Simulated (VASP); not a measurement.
# Ge (C2) in VASP: relaxation of cell and atoms with PBE

Aim: the relaxation of cell and atoms of Ge with PBE.

Program: VASP 6.6.1. These are calculated values, not measurements. Logs are shortened: lines on timing, memory, paths and dates and some standing lists are left out, and cuts for length are marked.

### 1 The cell of the first run

Symmetry: C2, No. 5, monoclinic system. The conventional cell has a = 5.556 Å, b = 6.751 Å, c = 5.645 Å, α = 90.00°, β = 116.64°, γ = 90.00°. Ge (site symmetry 1) has 4 Ge at 2.36 to 2.54 Å within 3.1 Å. Within 3.0 Å of Ge (site symmetry 1) lie 4 Ge at 2.27 to 2.43 Å.

The cell was generated, and may not be a known phase.

### 2 Relaxation of cell and atoms, PBE

The input, INCAR:

```
SYSTEM = Ge
PREC = Accurate
ENCUT = 600
EDIFF = 1E-7
ISMEAR = 0
SIGMA = 0.1
LREAL = .FALSE.
LASPH = .TRUE.
NELM = 60
ALGO = Normal
ISIF = 3
LWAVE = .FALSE.
LCHARG = .FALSE.
GGA = PE
IBRION = 2
NSW = 90
EDIFFG = -0.04
```

The input, KPOINTS:

```
regular mesh
0
G
  4 4 4
  0 0 0
```

The input, POSCAR:

```
Ge
1.0
    2.7782320800     -3.3755284900      0.0000000000
    2.7782320800      3.3755284900      0.0000000000
   -2.5311922600      0.0000000000      5.0457145600
Ge
4
Direct
    0.7895701200      0.7957513300      0.7768867500
    0.5642106800      0.1962147700      0.6179265900
    0.8037852300      0.4357893200      0.3820734100
    0.2042486700      0.2104298800      0.2231132500
```

Potentials or basis: VASP PAW PBE potentials, release 64 (Ge_d).

Started as:

```console
cat potpaw_PBE.64/Ge_d/POTCAR > POTCAR
mpirun -np 1 vasp_std > vasp.out
```

OUTCAR:

```text
SYSTEM = Ge
   PREC = Accurate
   ENCUT = 600
   EDIFF = 1E-7
   ISMEAR = 0
   LREAL = .FALSE.
   LASPH = .TRUE.
   NELM = 60
   ISIF = 3
   GGA = PE
   IBRION = 2
   NSW = 90
   EDIFFG = -0.04

 ion  position               nearest neighbor table
   1  0.790  0.796  0.777-   3 2.36   2 2.41   2 2.43   4 2.54
   2  0.564  0.196  0.618-   3 2.27   4 2.36   1 2.41   1 2.43
   3  0.804  0.436  0.382-   2 2.27   1 2.36   4 2.41   4 2.43
   4  0.204  0.210  0.223-   2 2.36   3 2.41   3 2.43   1 2.54

  LATTYP: Found a base centered monoclinic cell.
 ALAT       =     5.5564641600
 B/A-ratio  =     1.2149915460
 C/A-ratio  =     1.0159361515
 COS(beta)  =    -0.4483944223

  Lattice vectors:

 A1 = (   2.7782320800,  -3.3755284900,   0.0000000000)
 A2 = (   2.7782320800,   3.3755284900,   0.0000000000)
 A3 = (  -2.5311922600,   0.0000000000,   5.0457145600)

Analysis of symmetry for initial positions (statically):
=====================================================================
 Subroutine PRICEL returns:
 Original cell was already a primitive cell.

 Routine SETGRP: Setting up the symmetry group for a
 base centered monoclinic supercell.

 Subroutine GETGRP returns: Found  2 space group operations
 (whereof  2 operations were pure point group operations)
 out of a pool of  4 trial point group operations.

The static configuration has the point symmetry C_2 .

Analysis of symmetry for dynamics (positions and initial velocities):
=====================================================================
 Subroutine PRICEL returns:
 Original cell was already a primitive cell.

 Routine SETGRP: Setting up the symmetry group for a
 base centered monoclinic supercell.

 Subroutine GETGRP returns: Found  2 space group operations
 (whereof  2 operations were pure point group operations)
 out of a pool of  4 trial point group operations.

The dynamic configuration has the point symmetry C_2 .

 Subroutine INISYM returns: Found  2 space group operations
 (whereof  2 operations are pure point group operations),
 and found     1 'primitive' translations

----------------------------------------------------------------------------------------

                                     Primitive cell

  volume of cell :      94.6374

  direct lattice vectors                    reciprocal lattice vectors
     2.778232080 -3.375528490  0.000000000     0.179970566 -0.148124953  0.090282575
     2.778232080  3.375528490  0.000000000     0.179970566  0.148124953  0.090282575
    -2.531192260  0.000000000  5.045714560     0.000000000  0.000000000  0.198187985
[... 104 lines left out ...]
   IALGO  =     38    algorithm
   IMIX   =      4    mixing-type and parameters
     AMIX     =   0.40;   BMIX     =  1.00
     AMIX_MAG =   1.60;   BMIX_MAG =  1.00
  volume/ion in A,a.u.               =      23.66       159.66
  Fermi-wavevector in a.u.,A,eV,Ry     =   1.374411  2.597260 25.701469  1.889005
  Thomas-Fermi vector in A             =   2.499840
   LORBIT       =      0    0 simple, 1 ext, 2 COOP (PROOUT), +10 PAW based schemes
   GGA     = PE    functional components
   LHFCALC =     F    Hartree Fock is set to
   AEXX    =    0.0000 exact exchange contribution
   IVDW    =     0    specifies the selected vdW correction
   LEPSILON=     F    determine dielectric tensor
   LRPA    =     F    only Hartree local field effects (RPA)
 conjugate gradient relaxation of ions
 non-spin polarized calculation
 Gauss-broadening in eV      SIGMA  =   0.10
  energy-cutoff  :      600.00
  volume of cell :       94.64
 maximum number of plane-waves:      3170
 NGX is ok and might be reduce to    36
   NGX = 17   NGY = 17   NGZ = 23

--------------------------------------- Ionic step        1  -------------------------------------------

 number of electron      56.0000001 magnetization

 Free energy of the ion-electron system (eV)
  ---------------------------------------------------
  ext. energy  EPLUGINS =         0.00000000
  ---------------------------------------------------
  free energy    TOTEN  =       -15.06335379 eV

  energy without entropy =      -15.05583843  energy(sigma->0) =      -15.05959611

------------------------ aborting loop because EDIFF is reached ----------------------------------------

  FORCE on cell =-STRESS in cart. coord.  units (eV):
  Direction    XX          YY          ZZ          XY          YZ          ZX
  --------------------------------------------------------------------------------------
  -------------------------------------------------------------------------------------
  Total        8.0379524      3.7649359      8.1159267      0.0000000      0.0000000     -2.0840535
  in kB      136.0796044     63.7389927    137.3996807      0.0000000      0.0000000    -35.2822660
  external PRESSURE =     112.4060926 kB  Pullay stress =       0.0000000 kB
[... 95 lines left out ...]
  FREE ENERGIE OF THE ION-ELECTRON SYSTEM (eV)
  ---------------------------------------------------
  free  energy   TOTEN  =       -15.9599545410 eV

  energy  without entropy=      -15.9549774391  energy(sigma->0) =      -15.95746599

 E-fermi :   3.9140     XC(G=0):  -9.4615

 val. band max:        3.8948529650   @ k =   0.0000   0.0000   0.0000
 cond. band min:       3.9285390435   @ k =   0.2500   0.0000   0.5000
 fundamental gap:      0.0336860784
 Fermi energy:         3.9140494439

 k-point     1 :       0.0000    0.0000    0.0000
  band No.  band energies     occupation
      1     -20.9780      2.00000
      2     -20.9523      2.00000
      3     -20.9482      2.00000
      4     -20.9406      2.00000
      5     -20.9225      2.00000
      6     -20.8925      2.00000
[... 853 lines left out ...]
     32       7.6425      0.00000
     33       9.1399      0.00000

[... ionic steps 4 to 46 ...]

--------------------------------------- Ionic step       47  -------------------------------------------

 number of electron      56.0000000 magnetization

------------------------ aborting loop because EDIFF is reached ----------------------------------------
[... 71 lines left out ...]
--------------------------------------- Ionic step       49  -------------------------------------------

 number of electron      55.9999998 magnetization

 Free energy of the ion-electron system (eV)
  ---------------------------------------------------
  ext. energy  EPLUGINS =         0.00000000
  ---------------------------------------------------
  free energy    TOTEN  =       -17.15118187 eV

  energy without entropy =      -17.14564454  energy(sigma->0) =      -17.14841320

 E-fermi :   5.6207     XC(G=0): -10.5965

 val. band max:        5.5380168914   @ k =   0.2500   0.0000   0.0000
 cond. band min:       5.6287247617   @ k =  -0.2500  -0.2500   0.2500
 fundamental gap:      0.0907078703
 Fermi energy:         5.6206772430

 k-point     1 :       0.0000    0.0000    0.0000
  band No.  band energies     occupation
      1     -19.1866      2.00000
      2     -19.1369      2.00000
      3     -19.1209      2.00000
      4     -19.1203      2.00000
      5     -19.1115      2.00000
      6     -19.1028      2.00000
[... 884 lines left out ...]
  FREE ENERGIE OF THE ION-ELECTRON SYSTEM (eV)
  ---------------------------------------------------
  free  energy   TOTEN  =       -17.1511818656 eV

  energy  without entropy=      -17.1456445406  energy(sigma->0) =      -17.14841320

 reached required accuracy - stopping structural energy minimisation
```

CONTCAR:

```text
Ge
   1.00000000000000
     3.1718015619355588   -2.5200557094609497   -0.2672683056069420
     3.1718015619355588    2.5200557094609497   -0.2672683056069420
    -3.3764982665722298    0.0000000000000000    5.5274913161205097
  Ge
     4
Direct
     0.8593903922088754    0.6788190345960355    0.7852092062385697
     0.3815042858228924    0.2002609434357288    0.6522271801386456
     0.7997390565642714    0.6184957141771078    0.3477728198613548
     0.3211809654039645    0.1406096077911245    0.2147907937614303

  0.00000000E+00  0.00000000E+00  0.00000000E+00
  0.00000000E+00  0.00000000E+00  0.00000000E+00
  0.00000000E+00  0.00000000E+00  0.00000000E+00
  0.00000000E+00  0.00000000E+00  0.00000000E+00
```

Wall time 51 min (1 thread of Intel Xeon Platinum 8259CL at 2.50GHz (Skylake/Cascade Lake), shared host); peak memory 0.3 GiB.

What came out:

```
Free energy                           : -17.1512 eV
Relaxed volume                        : 20.95 Å³/atom
Relaxed cell                          : a = 4.060 Å, b = 4.060 Å, c = 6.477 Å, α = 117.61°, β = 117.61°, γ = 76.74°
Space group after relaxing (to 0.1 Å) : C2/m (No. 12)
Pressure after relaxing               : -0.1 GPa
Largest force after relaxing          : 0.030 eV/Å
Band gap on the k mesh                : zero (bands 28 and 29 overlap by 2.22 eV)
```

Forces on the atoms (eV/Å):
```
Ge   0.005 -0.007  0.012
Ge  -0.029  0.007  0.002
Ge   0.029  0.007 -0.002
Ge  -0.005 -0.007 -0.012
```

Final structure:
```xyz
4
Lattice="3.1718 -2.5201 -0.2673 3.1718 2.5201 -0.2673 -3.3765 0.0000 5.5275" Properties=species:S:1:pos:R:3 pbc="T T T"
Ge    2.2276   -0.4550    3.9291
Ge   -0.3570   -0.4567    3.4497
Ge    3.3241   -0.4567    1.5433
Ge    0.7395   -0.4550    1.0638
```

Caveat: the k points lie up to 0.42 Å⁻¹ apart in the final cell, too coarse for converged energies and pressures of a metal.

The gap in the log of VASP goes by the Fermi energy; the results here count the filled bands.